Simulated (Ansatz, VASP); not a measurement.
**KF in VASP and in Ansatz**

INCAR

```
SYSTEM = KF
PREC = Accurate
ENCUT = 520
EDIFF = 1E-6
ISMEAR = 0
SIGMA = 0.02
LREAL = .FALSE.
LASPH = .TRUE.
NELM = 100
ALGO = Normal
ISIF = 2
LWAVE = .FALSE.
LCHARG = .TRUE.
GGA = PE
LELF = .TRUE.
LVHAR = .TRUE.
NBANDS = 15
```

KPOINTS

```
Automatic mesh
0
G
  8 8 8
  0 0 0
```

The input POSCAR:

```
KF
1.0
    0.0058014950      2.7756544350      2.7720184750
    2.7418613950      0.0294887050      2.7483312650
    2.7415673100      2.7516731400      0.0297827900
K F
1 1
Direct
   -0.0191920703      0.0035122499      0.0079558631
    0.5191920703      0.4964877501      0.4920441369
```

Input for Ansatz:

```yaml
crystal:
  lattice:
    - [0.005801495, 2.775654435, 2.772018475]
    - [2.741861395, 0.029488705, 2.748331265]
    - [2.74156731, 2.75167314, 0.02978279]
  atoms:
    - { symbol: K, position: [-0.0191920703, 0.0035122499, 0.0079558631] }
    - { symbol: F, position: [0.5191920703, 0.4964877501, 0.4920441369] }
basis:
  ecutwfc: 420
kpoints:
  mp_grid: { grid: [8, 8, 8] }
hamiltonian:
  xc: pbe
scf:
  occupations: { method: gaussian, width: 0.02 }
output:
  forces: true
  stress: true
  eigenvalues: true
```

Change from the starting cell: all atoms moved at random, cell strained at random.

Alike in both runs: task single point; functional PBE; k mesh 8 × 8 × 8; occupations gaussian, width 0.02 eV; no spin polarisation.

|  | VASP | Ansatz |
| --- | --- | --- |
| version | VASP 6.6.1 | Ansatz 0.2.0 |
| potentials or method | VASP PAW PBE potentials, release 64 (K_sv, F), cutoff 520 eV | scalar-relativistic, plane waves, PAW |
| valence electrons in the cell | 16 | 16 |

VASP gave:

```
gap on the k mesh at the Fermi level (eV)                     : 5.76
least direct gap on the mesh (eV)                             : 5.76
pressure (GPa)                                                : -0.8
traceless stress, the component that is largest in VASP (GPa) : -0.30
rms of the force components (eV/Å)                            : 0.078
```

Question: Which values does Ansatz return?

Answer: gap on the k mesh at the Fermi level (eV): 5.78; least direct gap on the mesh (eV): 5.78; pressure (GPa): -0.8; traceless stress, the component that is largest in VASP (GPa): -0.30; rms of the force components (eV/Å): 0.075.

Atom by atom the forces differ by 0.003 eV/Å (rms over components). With one functional, cell and mesh, what is left measures potentials, basis and numerics.
